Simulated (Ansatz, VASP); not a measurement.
Given: the input of a run of Ansatz 0.2.0 on Li.

input.yaml

```yaml
crystal:
  lattice: { a: 3.5093, b: 3.5093, c: 3.5093, alpha: 90.0, beta: 90.0, gamma: 90.0 }
  space_group: 229
  reduce_to_primitive: true
  atoms:
    - { symbol: Li, wyckoff: "2a", position: [0.0, 0.0, 0.0] }
hamiltonian:
  xc: { exchange: pbe, correlation: pbe, exx: { coeff: 0.25, omega: 0.3 } }
  pseudopotentials: { kind: nc, accuracy: standard }
kpoints:
  mp_grid: { grid: [7, 7, 7] }
scf:
  occupations: { method: fermi_dirac, width: 0.025 }
output:
  forces: true
  stress: true
  eigenvalues: true
```

Potentials or basis: PseudoDojo standard (PBE files).

Run with:

```bash
$ ansatz run input.yaml --threads 1 --pin off --max-ram 2560MiB --backend cpu --events-out ev --progress --plain --runs-dir out
```

Q: Translate it to VASP 6.6.1. Potentials there: VASP PAW PBE potentials, release 64 (Li_sv).

A: As run (the cutoff follows the program's own potentials):

The input POSCAR:

```
Li
1.0
   -1.7546500000      1.7546500000      1.7546500000
    1.7546500000     -1.7546500000      1.7546500000
    1.7546500000      1.7546500000     -1.7546500000
Li
1
Direct
    0.0000000000      0.0000000000      0.0000000000
```

INCAR.step1

```
  PREC = Accurate
  ENCUT = 650
  EDIFF = 1E-5
  ISMEAR = -1
  SIGMA = 0.025
  LREAL = F
  LASPH = T
  NELM = 120
  ALGO = Normal
  ISIF = 2
  LWAVE = T
  LCHARG = F
  NBANDS = 8
  GGA = PE
  GGA_COMPAT = F
```

File INCAR.step2:

```
  PREC = Accurate
  ENCUT = 650
  EDIFF = 1E-6
  ISMEAR = -1
  SIGMA = 0.025
  LREAL = F
  LASPH = T
  NELM = 120
  ALGO = Normal
  ISIF = 2
  LWAVE = F
  LCHARG = F
  GGA = PE
  LHFCALC = T
  AEXX = 0.25
  HFSCREEN = 0.3
  PRECFOCK = Normal
  NBANDS = 8
  ISTART = 1
  GGA_COMPAT = F
```

KPOINTS

```
Automatic mesh
0
Gamma
  7 7 7
```

Potentials or basis: VASP PAW PBE potentials, release 64 (Li_sv).

The run is started by

```console
$ cat potpaw_PBE.64/Li_sv/POTCAR > POTCAR
$ cp INCAR.step1 INCAR
$ mpirun -np 1 vasp_std > vasp.out
$ cp INCAR.step2 INCAR
$ mpirun -np 1 vasp_std > vasp.out
```

Both were run:

|  | VASP | Ansatz | Ansatz less VASP |
| --- | --- | --- | --- |
| gap on the k mesh at the Fermi level (eV) | none | none | - |
| pressure (GPa) | -0.8 | -0.5 | +0.28 |

VASP's potentials were made for PBE, not for PBE-based screened hybrid. A gap of «none» marks a metal or a gap that the smearing closes. With one functional, cell and mesh, what is left measures potentials, basis and numerics.

The k mesh is coarse, so the values compare programs but aren't converged.
